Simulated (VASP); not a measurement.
# SnSe2 in VASP: a series of runs, part 2 of 3

VASP 6.6.1. Earlier steps stand in the parts before.

**3. Single point, revPBE**

This run uses another cell than the first one, of 25.73 Å³/atom.

INCAR

```
PREC = Accurate ; ENCUT = 520
EDIFF = 1E-6 ; ISMEAR = -1
SIGMA = 0.05 ; LREAL = F
LASPH = T ; NELM = 100
ALGO = Normal ; ISIF = 2
LWAVE = F ; LCHARG = T
GGA = RE ; LELF = T
LVHAR = T ; NBANDS = 20
```

KPOINTS

```
Automatic mesh
0
Gamma
  8 8 5
```

POSCAR

```
SnSe2
1.0
    3.8110000000      0.0000000000      0.0000000000
   -1.9055000000      3.3004228138      0.0000000000
    0.0000000000      0.0000000000      6.1360000000
Sn Se
1 2
Direct
    0.0000000000      0.0000000000      0.0000000000
    0.6666666667      0.3333333333      0.7510000000
    0.3333333333      0.6666666667      0.2490000000
```

Potentials or basis: VASP PAW PBE potentials, release 64 (Sn_d, Se).

Command:

```console
$ cat potpaw_PBE.64/Sn_d/POTCAR potpaw_PBE.64/Se/POTCAR > POTCAR
$ mpirun -np 1 vasp_std > vasp.out
```

OUTCAR:

```text
PREC = Accurate
   ENCUT = 520
   EDIFF = 1E-6
   ISMEAR = -1
   LREAL = F
   LASPH = T
   NELM = 100
   ISIF = 2
   GGA = RE

 ion  position               nearest neighbor table
   1  0.000  0.000  0.000-   2 2.68   3 2.68   3 2.68   2 2.68   2 2.68   3 2.68
   2  0.667  0.333  0.751-   1 2.68   1 2.68   1 2.68
   3  0.333  0.667  0.249-   1 2.68   1 2.68   1 2.68

  LATTYP: Found a hexagonal cell.
 ALAT       =     3.8110000000
 C/A-ratio  =     1.6100760955

  Lattice vectors:

 A1 = (   3.8110000000,   0.0000000000,   0.0000000000)
 A2 = (  -1.9055000000,   3.3004228138,   0.0000000000)
 A3 = (   0.0000000000,   0.0000000000,   6.1360000000)

Analysis of symmetry for initial positions (statically):
=====================================================================
 Subroutine PRICEL returns:
 Original cell was already a primitive cell.

 Routine SETGRP: Setting up the symmetry group for a
 hexagonal supercell.

 Subroutine GETGRP returns: Found 12 space group operations
 (whereof 12 operations were pure point group operations)
 out of a pool of 24 trial point group operations.

The static configuration has the point symmetry D_3d.

Analysis of symmetry for dynamics (positions and initial velocities):
=====================================================================
 Subroutine PRICEL returns:
 Original cell was already a primitive cell.

 Routine SETGRP: Setting up the symmetry group for a
 hexagonal supercell.

 Subroutine GETGRP returns: Found 12 space group operations
 (whereof 12 operations were pure point group operations)
 out of a pool of 24 trial point group operations.

The dynamic configuration has the point symmetry D_3d.

 Subroutine INISYM returns: Found 12 space group operations
 (whereof 12 operations are pure point group operations),
 and found     1 'primitive' translations

----------------------------------------------------------------------------------------

                                     Primitive cell

  volume of cell :      77.1781

  direct lattice vectors                    reciprocal lattice vectors
     3.811000000  0.000000000  0.000000000     0.262398321  0.151495741  0.000000000
    -1.905500000  3.300422814  0.000000000     0.000000000  0.302991482  0.000000000
     0.000000000  0.000000000  6.136000000     0.000000000  0.000000000  0.162972621

  length of vectors
     3.811000000  3.811000000  6.136000000     0.302991482  0.302991482  0.162972621

  position of ions in fractional coordinates (direct lattice)
     0.000000000  0.000000000  0.000000000
     0.666666667  0.333333333  0.751000000
     0.333333333  0.666666667  0.249000000

  ion indices of the primitive-cell ions
   primitive index   ion index
                 1           1
                 2           2
                 3           3

----------------------------------------------------------------------------------------

 KPOINTS: Automatic mesh

Automatic generation of k-mesh.
 Grid dimensions read from file:
 generate k-points for:    8    8    5

 Generating k-lattice:

  Cartesian coordinates                     Fractional coordinates (reciprocal lattice)
     0.032799790  0.018936968  0.000000000     0.125000000  0.000000000  0.000000000
     0.000000000  0.037873935  0.000000000     0.000000000  0.125000000  0.000000000
     0.000000000  0.000000000  0.032594524     0.000000000  0.000000000  0.200000000

  Length of vectors
     0.037873935  0.037873935  0.032594524

  Shift w.r.t. Gamma in fractional coordinates (k-lattice)
     0.000000000  0.000000000  0.000000000

 Subroutine IBZKPT returns following result:
 ===========================================

 Found     40 irreducible k-points:

 Following reciprocal coordinates:
            Coordinates               Weight
  0.000000  0.000000  0.000000      1.000000
  0.125000  0.000000  0.000000      6.000000
  0.250000  0.000000  0.000000      6.000000
  0.375000  0.000000  0.000000      6.000000
  0.500000  0.000000  0.000000      3.000000
  0.125000  0.125000  0.000000      6.000000
[... 16 lines left out ...]
 -0.125000  0.500000  0.200000     12.000000
  0.250000  0.250000  0.200000     12.000000
 [... further k-points ...]
   k-points           NKPTS =     40   k-points in BZ     NKDIM =     40   number of bands    NBANDS=     20
   number of dos      NEDOS =    301   number of ions     NIONS =      3
   total plane-waves  NPLWV =  37632
   dimension x,y,z NGX =    28 NGY =   28 NGZ =   48
   dimension x,y,z NGXF=    56 NGYF=   56 NGZF=   96
   ions per type =               1   2
   NGX,Y,Z   is equivalent  to a cutoff of  12.21, 12.21, 13.00 a.u.
   NGXF,Y,Z  is equivalent  to a cutoff of  24.43, 24.43, 26.01 a.u.
 SYSTEM =  unknown system
   PREC   = accura    normal or accurate (medium, high low for compatibility)
   ISTART =      0    job   : 0-new  1-cont  2-samecut
   ICHARG =      2    charge: 1-file 2-atom 10-const
   ISPIN  =      1    spin polarized calculation?
   LNONCOLLINEAR =      F non collinear calculations
   LSORBIT =      F    spin-orbit coupling
   LASPH  =      T    aspherical Exc in radial PAW
   ENCUT  =  520.0 eV  38.22 Ry    6.18 a.u.   7.09  7.09 11.41*2*pi/ulx,y,z
   NELM   =    100;   NELMIN=  2; NELMDL= -5     # of ELM steps
   EDIFF  = 0.1E-05   stopping-criterion for ELM
   LREAL  =      F    real-space projection
   EDIFFG = 0.1E-04   stopping-criterion for IOM
   NSW    =      0    number of steps for IOM
   IBRION =     -1    ionic relax: 0-MD 1-quasi-New 2-CG
   NFREE  =      0    steps in history (QN), initial steepest desc. (CG)
   ISIF   =      2    stress and relaxation
   ISYM   =      2    0-nonsym 1-usesym 2-fastsym
   POTIM  = 0.5000    time-step for ionic-motion
   TEBEG  =    0.0;   TEEND  =   0.0 temperature during run
   PSTRESS=    0.0 pullay stress
   NELECT =      26.0000    total number of electrons
   NUPDOWN=      -1.0000    fix difference up-down
   EMIN   =  10.00;   EMAX   =-10.00  energy-range for DOS
   EFERMI =   0.00;   METHOD = LEGACY
   ISMEAR =    -1;   SIGMA  =   0.05  broadening in eV -4-tet -1-fermi 0-gaus
   EFERMI_NEDOS =   21; number of points for ismear=-14 and -15
   IALGO  =     38    algorithm
   IMIX   =      4    mixing-type and parameters
     AMIX     =   0.40;   BMIX     =  1.00
     AMIX_MAG =   1.60;   BMIX_MAG =  1.00
  volume/ion in A,a.u.               =      25.73       173.61
  Fermi-wavevector in a.u.,A,eV,Ry     =   1.139116  2.152617 17.654722  1.297585
  Thomas-Fermi vector in A             =   2.275820
   LORBIT       =      0    0 simple, 1 ext, 2 COOP (PROOUT), +10 PAW based schemes
   GGA     = RE    functional components
   LHFCALC =     F    Hartree Fock is set to
   AEXX    =    0.0000 exact exchange contribution
   IVDW    =     0    specifies the selected vdW correction
   LEPSILON=     F    determine dielectric tensor
   LRPA    =     F    only Hartree local field effects (RPA)
 non-spin polarized calculation
  energy-cutoff  :      520.00
  volume of cell :       77.18
 maximum number of plane-waves:      2095
   NGX = 15   NGY = 15   NGZ = 23

 number of electron      26.0000006 magnetization

 Free energy of the ion-electron system (eV)
  ---------------------------------------------------
  ext. energy  EPLUGINS =         0.00000000
  ---------------------------------------------------
  free energy    TOTEN  =       -10.82455595 eV

  energy without entropy =      -10.82454347  energy(sigma->0) =      -10.82454971

 E-fermi :   4.6901     XC(G=0):  -9.3245

 val. band max:        4.2439753711   @ k =   0.1250   0.0000   0.0000
 cond. band min:       5.1053196616   @ k =   0.5000   0.0000   0.4000
 fundamental gap:      0.8613442905
 Fermi energy:         4.6900918069

 k-point     1 :       0.0000    0.0000    0.0000
  band No.  band energies     occupation
      1     -17.0590      2.00000
      2     -17.0590      2.00000
      3     -17.0231      2.00000
      4     -17.0075      2.00000
      5     -17.0075      2.00000
      6      -9.7287      2.00000
[... 12 lines left out ...]
     19      13.1868      0.00000
     20      13.1868      0.00000
[... 507 lines left out ...]
 k-point    24 :       0.2500    0.2500    0.2000
  band No.  band energies     occupation
      1     -17.0969      2.00000
      2     -17.0588      2.00000
      3     -17.0152      2.00000
      4     -17.0028      2.00000
      5     -16.9846      2.00000
      6      -8.1334      2.00000
[... 12 lines left out ...]
     19      11.7055      0.00000
     20      14.1117      0.00000

 [... further k-points ...]

------------------------ aborting loop because EDIFF is reached ----------------------------------------

  FORCE on cell =-STRESS in cart. coord.  units (eV):
  Direction    XX          YY          ZZ          XY          YZ          ZX
  --------------------------------------------------------------------------------------
  -------------------------------------------------------------------------------------
  Total        3.0991274      3.0991274      3.8445042      0.0000000     -0.0000000      0.0000000
  in kB       64.3363076     64.3363076     79.8099500      0.0000000     -0.0000000      0.0000000
  external PRESSURE =      69.4941884 kB  Pullay stress =       0.0000000 kB

 VOLUME and BASIS-vectors are now :
 -----------------------------------------------------------------------------
  energy-cutoff  :      520.00
  volume of cell :       77.18
      direct lattice vectors                 reciprocal lattice vectors
     3.811000000  0.000000000  0.000000000     0.262398321  0.151495741  0.000000000
    -1.905500000  3.300422814  0.000000000     0.000000000  0.302991482  0.000000000
     0.000000000  0.000000000  6.136000000     0.000000000  0.000000000  0.162972621

 POSITION                                       TOTAL-FORCE (eV/Angst)
 -----------------------------------------------------------------------------------
      0.00000      0.00000      0.00000        -0.000000      0.000000      0.000000
      1.90550      1.10014      4.60814        -0.000000      0.000000     -0.832755
     -0.00000      2.20028      1.52786         0.000000      0.000000      0.832755
 -----------------------------------------------------------------------------------
    total drift:                                0.000000      0.000000      0.000000

  FREE ENERGIE OF THE ION-ELECTRON SYSTEM (eV)
  ---------------------------------------------------
  free  energy   TOTEN  =       -10.8245559536 eV

  energy  without entropy=      -10.8245434725  energy(sigma->0) =      -10.82454971
```

Run time: 1.7 min. Hardware: 1 thread of Intel Xeon 8259CL, shared host; peak memory 0.22 GiB.

What came out:

```yaml
Free_energy: -10.8246 eV
Pressure: 6.9 GPa
Largest_force: 0.833 eV/Å
Band_gap_on_the_k_mesh: 0.86 eV (least direct gap 1.19 eV)
```

Forces on the atoms (eV/Å):
```
Sn   0.000  0.000  0.000
Se   0.000  0.000 -0.833
Se   0.000  0.000  0.833
```

Stress tensor (GPa, compression positive):
```
6.43 0.00 0.00
0.00 6.43 0.00
0.00 0.00 7.98
```

Levels at points of the mesh, in eV from the valence-band top:
| k point | band 11 | band 12 | band 13 | band 14 | band 15 | band 16 |
| --- | --- | --- | --- | --- | --- | --- |
| (0.00, 0.00, 0.00) | -0.40 | -0.40 | -0.01 | 1.18 | 3.01 | 4.67 |
| (0.50, 0.00, 0.00) | -2.67 | -1.17 | -0.31 | 1.19 | 3.87 | 5.53 |

Caveat: the cell stands under pressure; the PAW data sets were made with another functional, which shifts forces and pressure a little; spin-orbit coupling is left out, which moves the levels of the heavy elements; an odd mesh through Γ misses points on the zone boundary, where band edges can lie; this functional lacks dispersion, which binds the layers, so the pressure and a relaxed spacing across them are unreliable.

**4. Single point, PBE (27.27 Å³/atom)**

This run uses another cell than the first one, of 27.27 Å³/atom.

INCAR

```
SYSTEM = SnSe2
PREC     = Accurate       ! precision mode
ENCUT    = 520            ! plane-wave cutoff, eV
EDIFF    = 1E-6           ! SCF threshold, eV
ISMEAR   = -1             ! smearing method
SIGMA    = 0.05           ! smearing width, eV
LREAL    = .False.        ! projectors in reciprocal space
LASPH    = .True.         ! aspherical terms in the spheres
NELM     = 60             ! most SCF steps
ALGO     = Normal         ! electronic algorithm
ISIF     = 2              ! what is computed and relaxed
LWAVE    = .False.        ! write WAVECAR
LCHARG   = .False.        ! write CHGCAR
GGA      = PE             ! functional
NBANDS   = 20             ! bands
```

KPOINTS

```
Automatic mesh
0
Gamma
  8 8 5
  0 0 0
```

POSCAR

```
SnSe2
1.0
    3.8857444663      0.0000000000      0.0000000000
   -1.9428722331      3.3651534204      0.0000000000
    0.0000000000      0.0000000000      6.2563442784
Sn Se
1 2
Direct
    0.0000000000      0.0000000000      0.0000000000
    0.6666666667      0.3333333333      0.7510000000
    0.3333333333      0.6666666667      0.2490000000
```

Command:

```console
$ cat potpaw_PBE.64/Sn_d/POTCAR potpaw_PBE.64/Se/POTCAR > POTCAR
$ mpirun -np 1 vasp_std > vasp.out
```

Run time: 1.7 min. Hardware: 1 thread of Intel Xeon 8259CL, shared host; peak memory 0.23 GiB.

Results (log left out):

| Item | Value |
| --- | --- |
| Free energy | -11.8449 eV |
| Pressure | 1.4 GPa |
| Largest force | 0.262 eV/Å |
| Band gap on the k mesh | 0.72 eV (least direct gap 0.86 eV) |

Forces in eV/Å, atoms in the order of the input:
```
Sn   0.000  0.000  0.000
Se   0.000  0.000 -0.262
Se   0.000  0.000  0.262
```

Stress tensor (GPa, compression positive):
```
0.85 0.00 0.00
0.00 0.85 0.00
0.00 0.00 2.46
```

Levels at points of the mesh, in eV from the valence-band top:
```csv
k point,band 9,band 10,band 11,band 12,band 13,band 14,band 15,band 16,band 17,band 18
"(0.00, 0.00, 0.00)",-0.64,-0.64,-0.36,-0.36,-0.02,0.84,2.90,4.52,4.52,8.05
"(0.50, 0.00, 0.00)",-4.17,-2.69,-2.47,-1.08,-0.29,1.07,3.73,5.34,5.50,6.94
```

Caveat: spin-orbit coupling is left out, which moves the levels of the heavy elements; an odd mesh through Γ misses points on the zone boundary, where band edges can lie; this functional lacks dispersion, which binds the layers, so the pressure and a relaxed spacing across them are unreliable.

(Continued in part 3 of 3.)
